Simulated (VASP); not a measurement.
Input of a VASP 6.6.1 run:

Contents of INCAR:

```
  ALGO = Normal
  EDIFF = 1E-6
  ENCUT = 500
  GGA = PE
  GGA_COMPAT = False
  ISIF = 2
  ISMEAR = 0
  ISPIN = 2
  LASPH = True
  LCHARG = False
  LMAXMIX = 4
  LORBIT = 11
  LREAL = False
  LWAVE = False
  MAGMOM = 0 0 0 1 1 1
  NBANDS = 42
  NELM = 200
  PREC = Accurate
  SIGMA = 0.1
```

Contents of KPOINTS:

```
k-points
0
Gamma
  6 6 4
```

POSCAR

```
NaAl2Rh3
1.0
    5.5490367909      0.0000000000      0.0000000000
   -2.7745183955      4.8056068275      0.0000000000
    0.0000000000      0.0000000000      3.8706837263
Na Al Rh
1 2 3
Direct
    0.0000000000      0.0000000000      0.0000000000
    0.3333333333      0.6666666667      0.0000000000
    0.6666666667      0.3333333333      0.0000000000
    0.5000000000      0.0000000000      0.5000000000
    0.0000000000      0.5000000000      0.5000000000
    0.5000000000      0.5000000000      0.5000000000
```

Potentials or basis: VASP PAW PBE potentials, release 64 (Na_pv, Al, Rh_pv).

Launch:

```sh
$ cat potpaw_PBE.64/Na_pv/POTCAR potpaw_PBE.64/Al/POTCAR potpaw_PBE.64/Rh_pv/POTCAR > POTCAR
$ mpirun -np 1 vasp_std > vasp.out
```

Q: What does it give for the band gap on the k mesh?

A: Zero (filled and empty bands overlap).

Q: Estimate the pressure.

A: -0.1 GPa.

Q: What does it give for the net moment?

A: 0.00 μB per cell.

Caveat: the k points lie up to 0.41 Å⁻¹ apart, too coarse for converged energies and pressures of a metal.
